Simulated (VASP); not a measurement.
# LaScF2 (P4/mmm) in VASP: further runs

The runs below take LaScF2 through single point, with PBE.

All numbers are computed with VASP 6.6.1; they aren't measurements. Logs are shortened: lines on timing, memory, paths and dates and some standing lists are left out, and cuts for length are marked.

## (1) The cell of the first run

The structure is tetragonal, space group P4/mmm (No. 123). The conventional cell has a = 3.675 Å, b = 3.675 Å, c = 5.160 Å, α = 90.00°, β = 90.00°, γ = 90.00°. Within 3.4 Å of La (site symmetry 4/mmm) lie 6 F at 2.58 to 2.60 Å. Within 3.4 Å of Sc (site symmetry 4/mmm) lie 6 F at 2.58 to 2.60 Å. F (site symmetry 4/mmm) has 2 Sc at 2.58 Å and 4 La at 2.60 Å within 3.4 Å. F (site symmetry 4/mmm) has 2 La at 2.58 Å and 4 Sc at 2.60 Å within 3.4 Å.

## (2) Single point, PBE

File INCAR:

```
PREC = Accurate
ENCUT = 520
EDIFF = 1E-6
ISMEAR = 0
SIGMA = 0.2
LREAL = F
LASPH = T
NELM = 100
ALGO = Normal
ISIF = 2
LWAVE = F
LCHARG = T
GGA = PE
LELF = T
LVHAR = T
NBANDS = 46
```

File KPOINTS:

```
regular mesh
0
Gamma
  6 6 2
```

File POSCAR:

```
LaScF2
1.0
    3.6745413284      0.0000000000      0.0000000000
    0.0000000000      3.6745413284      0.0000000000
    0.0000000000      0.0000000000     10.3199759513
La Sc F
2 2 4
Direct
    0.5000000000      0.5000000000      0.2500000000
    0.5000000000      0.5000000000      0.7500000000
    0.0000000000      0.0000000000      0.0000000000
    0.0000000000      0.0000000000      0.5000000000
    0.0000000000      0.0000000000      0.2500000000
    0.0000000000      0.0000000000      0.7500000000
    0.5000000000      0.5000000000      0.0000000000
    0.5000000000      0.5000000000      0.5000000000
```

Potentials or basis: VASP PAW PBE potentials, release 64 (La, Sc_sv, F).

On the command line:

```bash
> cat potpaw_PBE.64/La/POTCAR potpaw_PBE.64/Sc_sv/POTCAR potpaw_PBE.64/F/POTCAR > POTCAR
> mpirun -np 1 vasp_std > vasp.out
```

OUTCAR:

```text
PREC = Accurate
   ENCUT = 520
   EDIFF = 1E-6
   ISMEAR = 0
   LREAL = F
   LASPH = T
   NELM = 100
   ISIF = 2
   GGA = PE

 ion  position               nearest neighbor table
   1  0.500  0.500  0.250-   7 2.58   8 2.58   5 2.60   5 2.60   5 2.60   5 2.60
   2  0.500  0.500  0.750-   7 2.58   8 2.58   6 2.60   6 2.60   6 2.60   6 2.60
   3  0.000  0.000  0.000-   5 2.58   6 2.58   7 2.60   7 2.60   7 2.60   7 2.60
   4  0.000  0.000  0.500-   5 2.58   6 2.58   8 2.60   8 2.60   8 2.60   8 2.60
   5  0.000  0.000  0.250-   3 2.58   4 2.58   1 2.60   1 2.60   1 2.60   1 2.60
   6  0.000  0.000  0.750-   3 2.58   4 2.58   2 2.60   2 2.60   2 2.60   2 2.60
   7  0.500  0.500  0.000-   1 2.58   2 2.58   3 2.60   3 2.60   3 2.60   3 2.60
   8  0.500  0.500  0.500-   1 2.58   2 2.58   4 2.60   4 2.60   4 2.60   4 2.60

  LATTYP: Found a simple tetragonal cell.
 ALAT       =     3.6745413284
 C/A-ratio  =     2.8085072473

  Lattice vectors:

 A1 = (   3.6745413284,   0.0000000000,   0.0000000000)
 A2 = (   0.0000000000,   3.6745413284,   0.0000000000)
 A3 = (   0.0000000000,   0.0000000000,  10.3199759513)

Analysis of symmetry for initial positions (statically):
=====================================================================
 Subroutine PRICEL returns following result:

  LATTYP: Found a simple tetragonal cell.
 ALAT       =     3.6745413284
 C/A-ratio  =     1.4042536236

  Lattice vectors:

 A1 = (   3.6745413284,   0.0000000000,   0.0000000000)
 A2 = (   0.0000000000,   3.6745413284,   0.0000000000)
 A3 = (   0.0000000000,   0.0000000000,   5.1599879757)

   2 primitive cells build up your supercell.

 Routine SETGRP: Setting up the symmetry group for a
 simple tetragonal supercell.

 Subroutine GETGRP returns: Found 16 space group operations
 (whereof 16 operations were pure point group operations)
 out of a pool of 16 trial point group operations.

The static configuration has the point symmetry D_4h.

Analysis of symmetry for dynamics (positions and initial velocities):
=====================================================================
 Subroutine PRICEL returns following result:

  LATTYP: Found a simple tetragonal cell.
 ALAT       =     3.6745413284
 C/A-ratio  =     1.4042536236

  Lattice vectors:

 A1 = (   3.6745413284,   0.0000000000,   0.0000000000)
 A2 = (   0.0000000000,   3.6745413284,   0.0000000000)
 A3 = (   0.0000000000,   0.0000000000,   5.1599879757)

   2 primitive cells build up your supercell.

 Routine SETGRP: Setting up the symmetry group for a
 simple tetragonal supercell.

 Subroutine GETGRP returns: Found 16 space group operations
 (whereof 16 operations were pure point group operations)
 out of a pool of 16 trial point group operations.

The dynamic configuration has the point symmetry D_4h.

 Subroutine INISYM returns: Found 16 space group operations
 (whereof 16 operations are pure point group operations),
 and found     2 'primitive' translations

----------------------------------------------------------------------------------------

                                     Primitive cell

  volume of cell :      69.6715

  direct lattice vectors                    reciprocal lattice vectors
     3.674541328  0.000000000  0.000000000     0.272142809  0.000000000  0.000000000
     0.000000000  3.674541328  0.000000000     0.000000000  0.272142809  0.000000000
     0.000000000  0.000000000  5.159987976     0.000000000  0.000000000  0.193798901

  length of vectors
     3.674541328  3.674541328  5.159987976     0.272142809  0.272142809  0.193798901

  position of ions in fractional coordinates (direct lattice)
     0.500000000  0.500000000  0.500000000
     0.000000000  0.000000000  0.000000000
     0.000000000  0.000000000  0.500000000
     0.500000000  0.500000000  0.000000000

  ion indices of the primitive-cell ions
   primitive index   ion index
                 1           1
                 2           3
                 3           5
                 4           7

----------------------------------------------------------------------------------------

 KPOINTS: regular mesh

Automatic generation of k-mesh.
 Grid dimensions read from file:
 generate k-points for:    6    6    2

 Generating k-lattice:

  Cartesian coordinates                     Fractional coordinates (reciprocal lattice)
     0.045357135  0.000000000  0.000000000     0.166666667  0.000000000  0.000000000
     0.000000000  0.045357135  0.000000000     0.000000000  0.166666667  0.000000000
     0.000000000  0.000000000  0.048449725     0.000000000  0.000000000  0.500000000

  Length of vectors
     0.045357135  0.045357135  0.048449725

  Shift w.r.t. Gamma in fractional coordinates (k-lattice)
     0.000000000  0.000000000  0.000000000

 Subroutine IBZKPT returns following result:
 ===========================================

 Found     20 irreducible k-points:

 Following reciprocal coordinates:
            Coordinates               Weight
  0.000000  0.000000  0.000000      1.000000
  0.166667  0.000000  0.000000      4.000000
  0.333333  0.000000  0.000000      4.000000
  0.500000  0.000000  0.000000      2.000000
  0.166667  0.166667  0.000000      4.000000
  0.333333  0.166667  0.000000      8.000000
[... 12 lines left out ...]
  0.500000  0.333333  0.500000      4.000000
  0.500000  0.500000  0.500000      1.000000
   k-points           NKPTS =     20   k-points in BZ     NKDIM =     20   number of bands    NBANDS=     46
   number of dos      NEDOS =    301   number of ions     NIONS =      8
   total plane-waves  NPLWV =  62720
   dimension x,y,z NGX =    28 NGY =   28 NGZ =   80
   dimension x,y,z NGXF=    56 NGYF=   56 NGZF=  160
   ions per type =               2   2   4
   NGX,Y,Z   is equivalent  to a cutoff of  12.67, 12.67, 12.89 a.u.
   NGXF,Y,Z  is equivalent  to a cutoff of  25.34, 25.34, 25.77 a.u.
 SYSTEM =  unknown system
   PREC   = accura    normal or accurate (medium, high low for compatibility)
   ISTART =      0    job   : 0-new  1-cont  2-samecut
   ICHARG =      2    charge: 1-file 2-atom 10-const
   ISPIN  =      1    spin polarized calculation?
   LNONCOLLINEAR =      F non collinear calculations
   LSORBIT =      F    spin-orbit coupling
   LASPH  =      T    aspherical Exc in radial PAW
   ENCUT  =  520.0 eV  38.22 Ry    6.18 a.u.   6.83  6.83 19.19*2*pi/ulx,y,z
   NELM   =    100;   NELMIN=  2; NELMDL= -5     # of ELM steps
   EDIFF  = 0.1E-05   stopping-criterion for ELM
   LREAL  =      F    real-space projection
   EDIFFG = 0.1E-04   stopping-criterion for IOM
   NSW    =      0    number of steps for IOM
   IBRION =     -1    ionic relax: 0-MD 1-quasi-New 2-CG
   NFREE  =      0    steps in history (QN), initial steepest desc. (CG)
   ISIF   =      2    stress and relaxation
   ISYM   =      2    0-nonsym 1-usesym 2-fastsym
   POTIM  = 0.5000    time-step for ionic-motion
   TEBEG  =    0.0;   TEEND  =   0.0 temperature during run
   PSTRESS=    0.0 pullay stress
   NELECT =      72.0000    total number of electrons
   NUPDOWN=      -1.0000    fix difference up-down
   EMIN   =  10.00;   EMAX   =-10.00  energy-range for DOS
   EFERMI =   0.00;   METHOD = LEGACY
   ISMEAR =     0;   SIGMA  =   0.20  broadening in eV -4-tet -1-fermi 0-gaus
   EFERMI_NEDOS =   21; number of points for ismear=-14 and -15
   IALGO  =     38    algorithm
   IMIX   =      4    mixing-type and parameters
     AMIX     =   0.40;   BMIX     =  1.00
     AMIX_MAG =   1.60;   BMIX_MAG =  1.00
  volume/ion in A,a.u.               =      17.42       117.54
  Fermi-wavevector in a.u.,A,eV,Ry     =   1.313683  2.482501 23.480442  1.725764
  Thomas-Fermi vector in A             =   2.443989
   LORBIT       =      0    0 simple, 1 ext, 2 COOP (PROOUT), +10 PAW based schemes
   GGA     = PE    functional components
   LHFCALC =     F    Hartree Fock is set to
   AEXX    =    0.0000 exact exchange contribution
   IVDW    =     0    specifies the selected vdW correction
   LEPSILON=     F    determine dielectric tensor
   LRPA    =     F    only Hartree local field effects (RPA)
 non-spin polarized calculation
 Gauss-broadening in eV      SIGMA  =   0.20
  energy-cutoff  :      520.00
  volume of cell :      139.34
 maximum number of plane-waves:      3784
 NGX is ok and might be reduce to    28

 number of electron      71.9999979 magnetization

 Free energy of the ion-electron system (eV)
  ---------------------------------------------------
  ext. energy  EPLUGINS =         0.00000000
  ---------------------------------------------------
  free energy    TOTEN  =       -45.67936677 eV

  energy without entropy =      -45.48649228  energy(sigma->0) =      -45.58292953

 E-fermi :   7.7469     XC(G=0): -10.3693

 val. band max:        7.7241636709   @ k =   0.5000   0.3333   0.0000
 cond. band min:       7.7487169335   @ k =   0.5000   0.0000   0.0000
 fundamental gap:      0.0245532626
 Fermi energy:         7.7469204381

 k-point     1 :       0.0000    0.0000    0.0000
  band No.  band energies     occupation
      1     -42.7052      2.00000
      2     -42.7051      2.00000
      3     -25.5878      2.00000
      4     -25.5787      2.00000
      5     -21.4184      2.00000
      6     -21.3904      2.00000
[... 38 lines left out ...]
     45       9.1403      0.00000
     46       9.1703      0.00000

 k-point     2 :       0.1667    0.0000    0.0000
  band No.  band energies     occupation
      1     -42.7040      2.00000
      2     -42.7039      2.00000
      3     -25.5534      2.00000
      4     -25.5431      2.00000
      5     -21.4204      2.00000
      6     -21.3884      2.00000
[... 38 lines left out ...]
     45       9.2436      0.00000
     46       9.2643      0.00000

 k-point     3 :       0.3333    0.0000    0.0000
  band No.  band energies     occupation
      1     -42.7017      2.00000
      2     -42.7016      2.00000
      3     -25.4829      2.00000
      4     -25.4700      2.00000
      5     -21.4250      2.00000
      6     -21.4105      2.00000
[... 822 lines left out ...]
     45       9.3572      0.00000
     46       9.3601      0.00000

 k-point    20 :       0.5000    0.5000    0.5000
  band No.  band energies     occupation
      1     -42.6961      2.00000
      2     -42.6961      2.00000
      3     -25.3465      2.00000
      4     -25.3465      2.00000
      5     -21.3963      2.00000
      6     -21.3963      2.00000
[... 38 lines left out ...]
     45       9.3688      0.00000
     46       9.4264      0.00000

------------------------ aborting loop because EDIFF is reached ----------------------------------------

  FORCE on cell =-STRESS in cart. coord.  units (eV):
  Direction    XX          YY          ZZ          XY          YZ          ZX
  --------------------------------------------------------------------------------------
  -------------------------------------------------------------------------------------
  Total        0.2330798      0.2330798     -0.0311245      0.0000000      0.0000000      0.0000000
  in kB        2.6799725      2.6799725     -0.3578720      0.0000000      0.0000000      0.0000000
  external PRESSURE =       1.6673577 kB  Pullay stress =       0.0000000 kB

 VOLUME and BASIS-vectors are now :
 -----------------------------------------------------------------------------
  energy-cutoff  :      520.00
  volume of cell :      139.34
      direct lattice vectors                 reciprocal lattice vectors
     3.674541328  0.000000000  0.000000000     0.272142809  0.000000000  0.000000000
     0.000000000  3.674541328  0.000000000     0.000000000  0.272142809  0.000000000
     0.000000000  0.000000000 10.319975951     0.000000000  0.000000000  0.096899451

 POSITION                                       TOTAL-FORCE (eV/Angst)
 -----------------------------------------------------------------------------------
      1.83727      1.83727      2.57999         0.000000     -0.000000     -0.000000
      1.83727      1.83727      7.73998        -0.000000     -0.000000     -0.000000
      0.00000      0.00000      0.00000        -0.000000      0.000000      0.000000
      0.00000      0.00000      5.15999        -0.000000      0.000000      0.000000
      0.00000      0.00000      2.57999        -0.000000      0.000000     -0.000000
      0.00000      0.00000      7.73998        -0.000000      0.000000     -0.000000
      1.83727      1.83727      0.00000        -0.000000      0.000000      0.000000
      1.83727      1.83727      5.15999        -0.000000      0.000000      0.000000
 -----------------------------------------------------------------------------------
    total drift:                                0.000000      0.000000      0.000000

  FREE ENERGIE OF THE ION-ELECTRON SYSTEM (eV)
  ---------------------------------------------------
  free  energy   TOTEN  =       -45.6793667733 eV

  energy  without entropy=      -45.4864922795  energy(sigma->0) =      -45.58292953
```

Run time: 5.1 min. Hardware: 1 thread of Oxide Virtual Turin-like, shared host; peak memory 0.27 GiB.

What came out:

* Free energy: -45.6794 eV
* Pressure: 0.2 GPa
* Band gap on the k mesh: zero (band 36 reaches 7.92 eV, above the bottom of band 37 at 7.05 eV)

Caveat: spin-orbit coupling is left out, which moves the levels of the heavy elements.

## (3) Single point, PBE

This run uses another cell than the first one: it holds 4 atoms, not 8.

INCAR: that of step 2 with these lines changed.

```diff
@@ -4,3 +4,3 @@
 ISMEAR = 0
-SIGMA = 0.2
+SIGMA = 0.1
 LREAL = F
@@ -15,2 +15,2 @@
 LVHAR = T
-NBANDS = 46
+NBANDS = 26
```

File KPOINTS:

```
regular mesh
0
Gamma
  12 12 10
```

File POSCAR:

```
LaScF2
1.0
    3.6745413284      0.0000000000      0.0000000000
    0.0000000000      3.6745413284      0.0000000000
    0.0000000000      0.0000000000      5.1599879756
La Sc F
1 1 2
Direct
    0.5000000000      0.5000000000      0.5000000000
    0.0000000000      0.0000000000      0.0000000000
    0.0000000000      0.0000000000      0.5000000000
    0.5000000000      0.5000000000      0.0000000000
```

Potentials or basis: VASP PAW PBE potentials, release 64 (La, Sc_sv, F).

On the command line:

```bash
> cat potpaw_PBE.64/La/POTCAR potpaw_PBE.64/Sc_sv/POTCAR potpaw_PBE.64/F/POTCAR > POTCAR
> mpirun -np 1 vasp_std > vasp.out
```

Run time: 8.3 min. Hardware: 1 thread of Oxide Virtual Turin-like, shared host; peak memory 0.41 GiB.

Results (log left out):

| Item | Value |
| --- | --- |
| Free energy | -22.8223 eV |
| Pressure | -0.2 GPa |
| Band gap on the k mesh | zero (band 18 reaches 7.92 eV, above the bottom of band 19 at 7.05 eV) |

Levels at points of the mesh, in eV from the Fermi level:
```
           k point  band 16  band 17  band 18  band 19  band 20  band 21
(0.00, 0.00, 0.00)    -6.88    -2.20    -1.84     0.46     0.46     0.54
(0.50, 0.00, 0.00)    -6.88     0.03     0.16     0.38     0.39     0.86
(0.50, 0.50, 0.00)    -6.82    -1.72    -1.72     0.58     0.93     1.64
(0.00, 0.00, 0.50)    -7.24    -1.18    -0.67    -0.67     0.19     1.09
(0.50, 0.00, 0.50)    -7.48    -0.21    -0.03     1.04     1.33     1.42
(0.50, 0.50, 0.50)    -7.32     0.06     0.06     0.07     0.07     1.24
```

Caveat: spin-orbit coupling is left out, which moves the levels of the heavy elements.
